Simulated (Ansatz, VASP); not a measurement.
WS2 in VASP and in Ansatz

The input INCAR:

```
PREC = Accurate
ENCUT = 520
EDIFF = 1E-6
ISMEAR = -1
SIGMA = 0.05
LREAL = F
LASPH = T
NELM = 80
ALGO = Normal
ISIF = 2
LWAVE = F
LCHARG = F
GGA = RP
IVDW = 12
NBANDS = 35
```

KPOINTS

```
Automatic mesh
0
Gamma
  10 10 3
```

The input POSCAR:

```
WS2
1.0
    3.2423687753      0.0000000000      0.0000000000
   -1.6211843877      2.8079737278      0.0000000000
    0.0000000000      0.0000000000     12.7451602803
W S
2 4
Direct
    0.6666666667      0.3333333333      0.7500000000
    0.3333333333      0.6666666667      0.2500000000
    0.6666666667      0.3333333333      0.3750000000
    0.3333333333      0.6666666667      0.8750000000
    0.6666666667      0.3333333333      0.1250000000
    0.3333333333      0.6666666667      0.6250000000
```

Contents of input.yaml:

```yaml
crystal:
  lattice:
    - [3.2423687753, 0.0, 0.0]
    - [-1.6211843877, 2.8079737278, 0.0]
    - [0.0, 0.0, 12.7451602803]
  atoms:
    - { symbol: W, position: [0.6666666667, 0.3333333333, 0.75] }
    - { symbol: W, position: [0.3333333333, 0.6666666667, 0.25] }
    - { symbol: S, position: [0.6666666667, 0.3333333333, 0.375] }
    - { symbol: S, position: [0.3333333333, 0.6666666667, 0.875] }
    - { symbol: S, position: [0.6666666667, 0.3333333333, 0.125] }
    - { symbol: S, position: [0.3333333333, 0.6666666667, 0.625] }
hamiltonian:
  xc: rpbe
  pseudopotentials: { kind: paw }
  dispersion: d3bj
kpoints:
  mp_grid: { grid: [10, 10, 3] }
scf:
  occupations: { method: fermi_dirac, width: 0.05 }
output:
  forces: true
  stress: true
  eigenvalues: true
```

Alike in both runs: task single point; functional RPBE; dispersion D3(BJ); k mesh 10 × 10 × 3; occupations fermi-dirac, width 0.05 eV; no spin polarisation.

|  | VASP | Ansatz |
| --- | --- | --- |
| version | VASP 6.6.1 | Ansatz 0.2.0 |
| potentials or method | VASP PAW PBE potentials, release 64 (W_sv, S) | Ansatz PAW |
| plane-wave cutoff (eV) | 520 | 420 |
| valence electrons in the cell | 52 | 52 |

VASP gave:

| Property | Result |
| --- | --- |
| gap on the k mesh at the Fermi level (eV) | 1.23 |
| least direct gap on the mesh (eV) | 1.94 |
| pressure (GPa) | -21.0 |
| traceless stress, the component that is largest in VASP (GPa) | 5.45 |
| rms of the force components (eV/Å) | 0.619 |

Q: Estimate Ansatz's values.

A: gap on the k mesh at the Fermi level (eV): 1.21; least direct gap on the mesh (eV): 1.94; pressure (GPa): -20.9; traceless stress, the component that is largest in VASP (GPa): 5.46; rms of the force components (eV/Å): 0.615.

VASP's potentials were made for PBE, not for RPBE. Atom by atom the forces differ by 0.004 eV/Å (rms over components).

Spin-orbit coupling is off throughout. Noted on Ansatz's run: odd divisions of the mesh miss points on the zone boundary, where band edges often lie, so the gap on the mesh can be too wide.
